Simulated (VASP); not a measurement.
# Ti3H2 (P6_3/mcm) in VASP: single point with PBE

Aim: the single point of Ti3H2 with PBE.

All numbers are computed with VASP 6.6.1; they aren't measurements. Logs are shortened: lines on timing, memory, paths and dates and some standing lists are left out, and cuts for length are marked.

## 1. The cell of the first run

The structure is hexagonal, space group P6_3/mcm (No. 193). Conventional cell: a = 5.142 Å, b = 5.142 Å, c = 4.808 Å, α = 90.00°, β = 90.00°, γ = 120.00°. Within 3.1 Å of Ti (site symmetry m2m) lie 4 H at 2.11 Å and 12 Ti at 2.90 to 3.00 Å. H (site symmetry 32) has 6 Ti at 2.11 Å and 2 H at 2.40 Å within 2.8 Å.

## 2. Single point, PBE, collinear spin (with an interstitial atom)

INCAR

```
ALGO = Normal
EDIFF = 1E-7
ENCUT = 520
GGA = PE
ISIF = 2
ISMEAR = 0
ISPIN = 2
LASPH = T
LCHARG = F
LMAXMIX = 4
LORBIT = 11
LREAL = F
LWAVE = F
MAGMOM = 1 1 1 1 1 1 0 0 0 0
NBANDS = 53
NELM = 150
PREC = Accurate
SIGMA = 0.1
```

KPOINTS

```
k-points
0
Gamma
  6 6 4
```

POSCAR

```
Ti3H2
1.0
    5.1422414611      0.0000000000      0.0000000000
   -2.5711207305      4.4533117377      0.0000000000
    0.0000000000      0.0000000000      4.8077468284
Ti H
6 4
Direct
    0.0000000000      0.6738830895      0.7500000000
    0.3261169105      0.0000000000      0.2500000000
    0.6738830895      0.6738830895      0.2500000000
    0.0000000000      0.3261169105      0.2500000000
    0.3261169105      0.3261169105      0.7500000000
    0.6738830895      0.0000000000      0.7500000000
    0.6666666667      0.3333333333      0.5000000000
    0.3333333333      0.6666666667      0.5000000000
    0.3333333333      0.6666666667      0.0000000000
    0.6666666667      0.3333333333      0.0000000000
```

Potentials or basis: VASP PAW PBE potentials, release 64 (Ti_sv, H).

The run is started by

```
> cat potpaw_PBE.64/Ti_sv/POTCAR potpaw_PBE.64/H/POTCAR > POTCAR
> mpirun -np 1 vasp_std > vasp.out
```

OUTCAR:

```text
EDIFF = 1E-7
   ENCUT = 520
   GGA = PE
   ISIF = 2
   ISMEAR = 0
   ISPIN = 2
   LASPH = T
   LORBIT = 11
   LREAL = F
   NELM = 150
   PREC = Accurate

 ion  position               nearest neighbor table
   1  0.000  0.674  0.750-   6 2.90   5 2.90
   2  0.326  0.000  0.250-   4 2.90   3 2.90
   3  0.674  0.674  0.250-   4 2.90   2 2.90
   4  0.000  0.326  0.250-   2 2.90   3 2.90
   5  0.326  0.326  0.750-   1 2.90   6 2.90
   6  0.674  0.000  0.750-   1 2.90   5 2.90
   7  0.667  0.333  0.500-
   8  0.333  0.667  0.500-
   9  0.333  0.667  0.000-
  10  0.667  0.333  0.000-

  LATTYP: Found a hexagonal cell.
 ALAT       =     5.1422414611
 C/A-ratio  =     0.9349515896

  Lattice vectors:

 A1 = (   5.1422414611,   0.0000000000,   0.0000000000)
 A2 = (  -2.5711207305,   4.4533117377,   0.0000000000)
 A3 = (   0.0000000000,   0.0000000000,   4.8077468284)

Analysis of symmetry for initial positions (statically):
=====================================================================
 Subroutine PRICEL returns:
 Original cell was already a primitive cell.

 Routine SETGRP: Setting up the symmetry group for a
 hexagonal supercell.

 Subroutine GETGRP returns: Found 24 space group operations
 (whereof 12 operations were pure point group operations)
 out of a pool of 24 trial point group operations.

The static configuration has the point symmetry D_3d.
 The point group associated with its full space group is D_6h.

Analysis of symmetry for dynamics (positions and initial velocities):
=====================================================================
 Subroutine PRICEL returns:
 Original cell was already a primitive cell.

 Routine SETGRP: Setting up the symmetry group for a
 hexagonal supercell.

 Subroutine GETGRP returns: Found 24 space group operations
 (whereof 12 operations were pure point group operations)
 out of a pool of 24 trial point group operations.

The dynamic configuration has the point symmetry D_3d.
 The point group associated with its full space group is D_6h.

Analysis of structural, dynamic, and magnetic symmetry:
=====================================================================
 Subroutine PRICEL returns:
 Original cell was already a primitive cell.

 Routine SETGRP: Setting up the symmetry group for a
 hexagonal supercell.

 Subroutine GETGRP returns: Found 24 space group operations
 (whereof 12 operations were pure point group operations)
 out of a pool of 24 trial point group operations.

The overall configuration has the point symmetry D_3d.
 The point group associated with its full space group is D_6h.

 Subroutine INISYM returns: Found 24 space group operations
 (whereof 12 operations are pure point group operations),
 and found     1 'primitive' translations

----------------------------------------------------------------------------------------

                                     Primitive cell

  volume of cell :     110.0974

  direct lattice vectors                    reciprocal lattice vectors
     5.142241461  0.000000000  0.000000000     0.194467725  0.112275994  0.000000000
    -2.571120731  4.453311738  0.000000000     0.000000000  0.224551987  0.000000000
     0.000000000  0.000000000  4.807746828     0.000000000  0.000000000  0.207997641

  length of vectors
     5.142241461  5.142241461  4.807746828     0.224551987  0.224551987  0.207997641

  position of ions in fractional coordinates (direct lattice)
     0.000000000  0.673883090  0.750000000
     0.326116910  0.000000000  0.250000000
     0.673883090  0.673883090  0.250000000
     0.000000000  0.326116910  0.250000000
     0.326116910  0.326116910  0.750000000
     0.673883090  0.000000000  0.750000000
     0.666666667  0.333333333  0.500000000
     0.333333333  0.666666667  0.500000000
     0.333333333  0.666666667  0.000000000
[... 68 lines left out ...]
   dimension x,y,z NGXF=    80 NGYF=   80 NGZF=   72
   ions per type =               6   4
   NGX,Y,Z   is equivalent  to a cutoff of  12.93, 12.93, 12.45 a.u.
   NGXF,Y,Z  is equivalent  to a cutoff of  25.86, 25.86, 24.90 a.u.
 SYSTEM =  unknown system
   PREC   = accura    normal or accurate (medium, high low for compatibility)
   ISTART =      0    job   : 0-new  1-cont  2-samecut
   ICHARG =      2    charge: 1-file 2-atom 10-const
   ISPIN  =      2    spin polarized calculation?
   LNONCOLLINEAR =      F non collinear calculations
   LSORBIT =      F    spin-orbit coupling
   LASPH  =      T    aspherical Exc in radial PAW
   ENCUT  =  520.0 eV  38.22 Ry    6.18 a.u.   9.56  9.56  8.94*2*pi/ulx,y,z
   NELM   =    150;   NELMIN=  2; NELMDL= -5     # of ELM steps
   EDIFF  = 0.1E-06   stopping-criterion for ELM
   LREAL  =      F    real-space projection
   EDIFFG = 0.1E-05   stopping-criterion for IOM
   NSW    =      0    number of steps for IOM
   IBRION =     -1    ionic relax: 0-MD 1-quasi-New 2-CG
   NFREE  =      0    steps in history (QN), initial steepest desc. (CG)
   ISIF   =      2    stress and relaxation
   ISYM   =      2    0-nonsym 1-usesym 2-fastsym
   POTIM  = 0.5000    time-step for ionic-motion
   TEBEG  =    0.0;   TEEND  =   0.0 temperature during run
   PSTRESS=    0.0 pullay stress
   NELECT =      76.0000    total number of electrons
   NUPDOWN=      -1.0000    fix difference up-down
   EMIN   =  10.00;   EMAX   =-10.00  energy-range for DOS
   EFERMI =   0.00;   METHOD = LEGACY
   ISMEAR =     0;   SIGMA  =   0.10  broadening in eV -4-tet -1-fermi 0-gaus
   EFERMI_NEDOS =   21; number of points for ismear=-14 and -15
   IALGO  =     38    algorithm
   IMIX   =      4    mixing-type and parameters
     AMIX     =   0.40;   BMIX     =  1.00
     AMIX_MAG =   1.60;   BMIX_MAG =  1.00
  volume/ion in A,a.u.               =      11.01        74.30
  Fermi-wavevector in a.u.,A,eV,Ry     =   1.446839  2.734130 28.481675  2.093344
  Thomas-Fermi vector in A             =   2.564862
   LORBIT       =     11    0 simple, 1 ext, 2 COOP (PROOUT), +10 PAW based schemes
   GGA     = PE    functional components
   LHFCALC =     F    Hartree Fock is set to
   AEXX    =    0.0000 exact exchange contribution
   IVDW    =     0    specifies the selected vdW correction
   LEPSILON=     F    determine dielectric tensor
   LRPA    =     F    only Hartree local field effects (RPA)
 spin polarized calculation
 Gauss-broadening in eV      SIGMA  =   0.10
  energy-cutoff  :      520.00
  volume of cell :      110.10
 maximum number of plane-waves:      2994
 NGX is ok and might be reduce to    40
   NGX = 19   NGY = 19   NGZ = 17

 number of electron      75.9999980 magnetization      -0.0000403

 number of electron      75.9999980 magnetization       0.0000027

 Free energy of the ion-electron system (eV)
  ---------------------------------------------------
  ext. energy  EPLUGINS =         0.00000000
  ---------------------------------------------------
  free energy    TOTEN  =       -62.59290932 eV

  energy without entropy =      -62.54947098  energy(sigma->0) =      -62.57119015

 E-fermi :   8.4494     XC(G=0): -11.6740

 val. band max:        8.4169491509   @ k =   0.1667   0.1667   0.2500
 cond. band min:       8.4772890582   @ k =   0.1667   0.1667   0.0000
 fundamental gap:      0.0603399073
 Fermi energy:         8.4493809141

 spin component 1

 k-point     1 :       0.0000    0.0000    0.0000
  band No.  band energies     occupation
      1     -48.4379      1.00000
      2     -48.3332      1.00000
      3     -48.3156      1.00000
      4     -48.3156      1.00000
      5     -48.3081      1.00000
      6     -48.3081      1.00000
[... 1102 lines left out ...]
     49      11.1864      0.00000
     50      11.1865      0.00000
 Fermi energy:         8.4493809141

 spin component 2

 k-point     1 :       0.0000    0.0000    0.0000
  band No.  band energies     occupation
      1     -48.4379      1.00000
      2     -48.3332      1.00000
      3     -48.3156      1.00000
      4     -48.3156      1.00000
      5     -48.3081      1.00000
      6     -48.3081      1.00000
[... 1102 lines left out ...]
     49      11.1863      0.00000
     50      11.1864      0.00000
 [bands above 50 left out]

------------------------ aborting loop because EDIFF is reached ----------------------------------------

  FORCE on cell =-STRESS in cart. coord.  units (eV):
  Direction    XX          YY          ZZ          XY          YZ          ZX
  --------------------------------------------------------------------------------------
  -------------------------------------------------------------------------------------
  Total       -0.3036638     -0.3036638     -0.6147309     -0.0000000      0.0000000     -0.0000000
  in kB       -4.4190255     -4.4190255     -8.9457857     -0.0000000      0.0000000     -0.0000000
  external PRESSURE =      -5.9279456 kB  Pullay stress =       0.0000000 kB

 VOLUME and BASIS-vectors are now :
 -----------------------------------------------------------------------------
  energy-cutoff  :      520.00
  volume of cell :      110.10
      direct lattice vectors                 reciprocal lattice vectors
     5.142241461  0.000000000  0.000000000     0.194467725  0.112275994  0.000000000
    -2.571120731  4.453311738  0.000000000     0.000000000  0.224551987  0.000000000
     0.000000000  0.000000000  4.807746828     0.000000000  0.000000000  0.207997641

 POSITION                                       TOTAL-FORCE (eV/Angst)
 -----------------------------------------------------------------------------------
     -1.73263      3.00101      3.60581        -0.030991      0.053678     -0.000000
      1.67697      0.00000      1.20194        -0.061982      0.000000      0.000000
      1.73263      3.00101      1.20194         0.030991      0.053678     -0.000000
     -0.83849      1.45230      1.20194         0.030991     -0.053678      0.000000
      0.83849      1.45230      3.60581        -0.030991     -0.053678     -0.000000
      3.46527      0.00000      3.60581         0.061982     -0.000000      0.000000
      2.57112      1.48444      2.40387         0.000000     -0.000000     -0.000000
     -0.00000      2.96887      2.40387        -0.000000     -0.000000     -0.000000
     -0.00000      2.96887      0.00000        -0.000000     -0.000000     -0.000000
      2.57112      1.48444      0.00000         0.000000      0.000000     -0.000000
 -----------------------------------------------------------------------------------
    total drift:                                0.000001     -0.000001      0.000000

  FREE ENERGIE OF THE ION-ELECTRON SYSTEM (eV)
  ---------------------------------------------------
  free  energy   TOTEN  =       -62.5929093206 eV

  energy  without entropy=      -62.5494709812  energy(sigma->0) =      -62.57119015

 total charge

# of ion       s       p       d       tot
------------------------------------------
    1        2.211   6.135   1.910  10.256
    2        2.211   6.135   1.910  10.256
    3        2.211   6.135   1.910  10.256
    4        2.211   6.135   1.910  10.256
    5        2.211   6.135   1.910  10.256
    6        2.211   6.135   1.910  10.256
    7        0.533   0.018   0.000   0.551
    8        0.533   0.018   0.000   0.551
    9        0.533   0.018   0.000   0.551
   10        0.533   0.018   0.000   0.551
--------------------------------------------------
tot         15.396  36.880  11.463  63.739

 magnetization (x)

# of ion       s       p       d       tot
------------------------------------------
    1       -0.000  -0.000  -0.000  -0.000
    2       -0.000  -0.000  -0.000  -0.000
    3       -0.000  -0.000  -0.000  -0.000
    4       -0.000  -0.000  -0.000  -0.000
    5       -0.000  -0.000  -0.000  -0.000
    6       -0.000  -0.000  -0.000  -0.000
    7        0.000  -0.000   0.000   0.000
    8        0.000  -0.000   0.000   0.000
    9        0.000  -0.000   0.000   0.000
   10        0.000  -0.000   0.000   0.000
--------------------------------------------------
tot         -0.000  -0.000  -0.000  -0.000
```

Run time: 6 min. Hardware: 1 thread of Intel Xeon Platinum 8259CL at 2.50GHz (Skylake/Cascade Lake), shared host; peak memory 0.36 GiB.

What came out:

| Quantity | Value |
| --- | --- |
| Free energy | -62.5929 eV |
| Pressure | -0.6 GPa |
| Largest force | 0.062 eV/Å |
| Band gap on the k mesh | zero (filled and empty bands overlap) |
| Net moment | 0.00 μB per cell |
| Valence electrons inside the program's atomic spheres | Ti 10.26; H 0.55 |

Forces on the atoms (eV/Å):
```
Ti  -0.031  0.054  0.000
Ti  -0.062  0.000  0.000
Ti   0.031  0.054  0.000
Ti   0.031 -0.054  0.000
Ti  -0.031 -0.054  0.000
Ti   0.062  0.000  0.000
H    0.000  0.000  0.000
H    0.000  0.000  0.000
H    0.000  0.000  0.000
H    0.000  0.000  0.000
```

Stress tensor (GPa, compression positive):
```
-0.44  0.00  0.00
 0.00 -0.44  0.00
 0.00  0.00 -0.89
```

Levels at points of the mesh, in eV from the Fermi level:
Spin up:
```csv
k point,band 34,band 35,band 36,band 37,band 38,band 39,band 40,band 41,band 42,band 43
"(0.00, 0.00, 0.00)",-1.47,-1.02,-0.29,-0.29,0.10,0.10,0.51,0.51,0.64,0.64
"(0.50, 0.00, 0.00)",-1.43,-1.39,-0.90,0.13,0.18,0.23,0.25,0.29,0.51,0.78
"(0.00, 0.00, 0.50)",-1.32,-0.44,-0.44,-0.44,-0.44,-0.33,-0.33,0.51,0.51,0.51
"(0.50, 0.00, 0.50)",-0.83,-0.66,-0.66,-0.26,-0.26,-0.20,-0.20,0.20,0.20,1.18
```
Spin down:
```
           k point  band 35  band 36  band 37  band 38  band 39  band 40  band 41  band 42
(0.00, 0.00, 0.00)    -1.02    -0.29    -0.29     0.10     0.10     0.51     0.51     0.64
(0.50, 0.00, 0.00)    -1.39    -0.90     0.13     0.18     0.23     0.25     0.29     0.51
(0.00, 0.00, 0.50)    -0.44    -0.44    -0.44    -0.44    -0.33    -0.33     0.51     0.51
(0.50, 0.00, 0.50)    -0.66    -0.66    -0.26    -0.26    -0.20    -0.20     0.20     0.20
```

Caveat: the cell differs from its parent crystal (with an interstitial atom).

The gap in the log of VASP goes by the Fermi energy; the results here count the filled bands.